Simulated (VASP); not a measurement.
A run of VASP 6.6.1 is set up as follows.

INCAR

```
SYSTEM = Ga16HO24
PREC     = Accurate       ! precision mode
ENCUT    = 520            ! plane-wave cutoff, eV
EDIFF    = 1E-6           ! SCF threshold, eV
ISMEAR   = -1             ! smearing method
SIGMA    = 0.01           ! smearing width, eV
LREAL    = Auto         
LASPH    = .TRUE.         ! aspherical terms in the spheres
NELM     = 60             ! most SCF steps
ALGO     = Normal         ! electronic algorithm
ISIF     = 2              ! what is computed and relaxed
LWAVE    = .FALSE.        ! write WAVECAR
LCHARG   = .FALSE.        ! write CHGCAR
GGA      = PE             ! functional
NELECT   = 352.0        
NBANDS   = 202            ! bands
```

Contents of KPOINTS:

```
Automatic mesh
0
G
  1 1 1
  0 0 0
```

POSCAR

```
Ga16HO24
1.0
    2.5289754500      1.4601046700      4.5413080100
   -5.0579508900      2.9202093400      9.0826160100
    0.0000000000     -5.8404185800      9.0826160400
Ga O H
16 24 1
Direct
    0.8557571362      0.4263916031      0.4264565457
    0.6367945506      0.3233639117      0.3199125177
    0.1335690994      0.0643218925      0.0789055186
    0.3551652986      0.1926599016      0.1532942790
    0.8540667002      0.4319242644      0.9257288625
    0.6483636791      0.3305118740      0.8108274488
    0.1372237932      0.0760318976      0.5913127820
    0.3624367241      0.1779152461      0.6858555191
    0.8666652283      0.9182011029      0.4355397390
    0.6525698339      0.8176412107      0.3167960886
    0.1412443197      0.5691918485      0.0743157082
    0.3554994932      0.6731873371      0.1811233912
    0.8514015203      0.9268363108      0.9325763749
    0.6418605222      0.8227961468      0.8241542062
    0.1460857757      0.5692643924      0.5741485260
    0.3529663172      0.6801096384      0.6814058328
    0.7536189483      0.2160997295      0.0361888435
    0.3868781599      0.0332981423      0.3843158026
    0.0463134094      0.3686918904      0.2277266448
    0.2471351855      0.2853854947      0.4672258654
    0.9374677201      0.1252267693      0.2770788353
    0.5494346070      0.4783299967      0.1200428959
    0.7532877273      0.2123992882      0.5425440438
    0.4476107012      0.0192183508      0.8847931038
    0.0503959879      0.3726094336      0.7290141806
    0.2555589288      0.2891145622      0.9584650061
    0.9512583494      0.1290528569      0.7797619390
    0.5534517780      0.4833530440      0.6166577874
    0.7452631871      0.7141837441      0.0392410743
    0.4476009330      0.5191356793      0.3811930671
    0.0335964505      0.8694844403      0.2376344946
    0.2602729550      0.7845593996      0.4642000237
    0.9519657954      0.6262186397      0.2711600551
    0.5424935452      0.9807858885      0.1232604241
    0.7478215507      0.7204054413      0.5359462500
    0.4485636300      0.5218724866      0.8797244051
    0.0483589595      0.8719554059      0.7328460117
    0.2465454989      0.7868240718      0.9682830366
    0.9488734616      0.6323309101      0.7699186523
    0.5538176957      0.9797430746      0.6194454441
    0.1795927205      0.0462407774      0.3969230780
```

Potentials or basis: VASP PAW PBE potentials, release 64 (Ga_d, O, H).

Command:

```bash
$ cat potpaw_PBE.64/Ga_d/POTCAR potpaw_PBE.64/O/POTCAR potpaw_PBE.64/H/POTCAR > POTCAR
$ mpirun -np 1 vasp_gam > vasp.out
```

(1) Predict the largest force.

Results:

(1) 0.643 eV/Å.

Caveat: the k points lie up to 1.51 Å⁻¹ apart; the cell carries a net charge on a neutralising background, which shifts energy and pressure.
